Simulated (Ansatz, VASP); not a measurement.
Ca4Au in VASP and in Ansatz

```
Ca Au
1.0
     5.79914    0.00000    0.00000
     0.00000    5.79914    0.00000
     0.00000    0.00000    5.79914
Ca Au
4 1
Direct
  0.50000 0.00000 0.00000
  0.00000 0.50000 0.00000
  0.00000 0.00000 0.50000
  0.50000 0.50000 0.50000
  0.00000 0.00000 0.00000
```

Change from the starting cell: species swapped into the Co4N type (Pm-3m, No. 221).

Alike in both runs: functional PBE; k mesh 4 × 4 × 4; occupations gaussian, width 0.1 eV; no spin polarisation.

Ansatz relaxed the structure, and its values are those at the end. VASP's run is a single point on that final structure, the one shown.

```csv
,VASP,Ansatz
version,VASP 6.6.1,Ansatz 0.2.0
potentials or method,"VASP PAW PBE potentials, release 64 (Ca_sv, Au), cutoff 520 eV","scalar-relativistic, plane waves, PAW"
valence electrons in the cell,51,59
```

```tsv
	VASP	Ansatz	Ansatz less VASP
gap on the k mesh at the Fermi level (eV)	none	none	-
pressure (GPa)	0.1	0.0	-0.02
```

A gap of «none» marks a metal or a gap that the smearing closes. With one functional, cell and mesh, what is left measures potentials, basis and numerics. VASP's potentials hold 51 valence electrons a cell and Ansatz's 59, so a difference there can come from the potentials and not from the codes.

Neither program's run includes spin-orbit coupling.
